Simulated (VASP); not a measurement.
Here is a VASP 6.6.1 calculation.

INCAR

```
SYSTEM = Rh2O
PREC     = Accurate       ! precision mode
ENCUT    = 600            ! plane-wave cutoff, eV
EDIFF    = 1E-6           ! SCF threshold, eV
ISMEAR   = 0              ! smearing method
SIGMA    = 0.1            ! smearing width, eV
LREAL    = .False.        ! projectors in reciprocal space
LASPH    = .True.         ! aspherical terms in the spheres
NELM     = 60             ! most SCF steps
ALGO     = Normal         ! electronic algorithm
ISIF     = 3              ! what is computed and relaxed
LWAVE    = .False.        ! write WAVECAR
LCHARG   = .False.        ! write CHGCAR
GGA      = PE             ! functional
IBRION   = 2              ! ionic algorithm
NSW      = 90             ! ionic steps
EDIFFG   = -0.04          ! ionic threshold
```

The input KPOINTS:

```
Automatic mesh
0
Gamma
  6 6 2
  0 0 0
```

The input POSCAR:

```
Rh2O
1.0
    2.6459066317      0.0000000000      0.0000000000
   -1.3229533158      2.2914223591      0.0000000000
    0.0000000000      0.0000000000     10.2914917917
Rh O
4 2
Direct
    0.3333333333      0.6666666667      0.6275000000
    0.6666666667      0.3333333333      0.1275000000
    0.3333333333      0.6666666667      0.8725000000
    0.6666666667      0.3333333333      0.3725000000
    0.3333333333      0.6666666667      0.2500000000
    0.6666666667      0.3333333333      0.7500000000
```

Potentials or basis: VASP PAW PBE potentials, release 64 (Rh_pv, O).

Launch:

```sh
$ cat potpaw_PBE.64/Rh_pv/POTCAR potpaw_PBE.64/O/POTCAR > POTCAR
$ mpirun -np 1 vasp_std > vasp.out
```

Q: What does it give for the space group after relaxing (to 0.1 Å)?

A: P6_3/mmc (No. 194).

Q: What does it give for the relaxed cell?

A: a = 2.765 Å, b = 2.765 Å, c = 10.767 Å, α = 90.00°, β = 90.00°, γ = 120.00°.

Q: What does it give for the band gap on the k mesh?

A: Zero (bands 36 and 37 overlap by 1.06 eV).

Final structure:
```yaml
crystal:
  lattice:
    - [2.76493, 0.00000, 0.00000]
    - [-1.38246, 2.39450, 0.00000]
    - [0.00000, 0.00000, 10.76661]
  atoms:
    - { symbol: Rh, position: [0.33333, 0.66667, 0.60057] }
    - { symbol: Rh, position: [0.66667, 0.33333, 0.10057] }
    - { symbol: Rh, position: [0.33333, 0.66667, 0.89943] }
    - { symbol: Rh, position: [0.66667, 0.33333, 0.39943] }
    - { symbol: O, position: [0.33333, 0.66667, 0.25000] }
    - { symbol: O, position: [0.66667, 0.33333, 0.75000] }
```

Caveat: the k points lie up to 0.44 Å⁻¹ apart in the final cell, too coarse for converged energies and pressures of a metal.
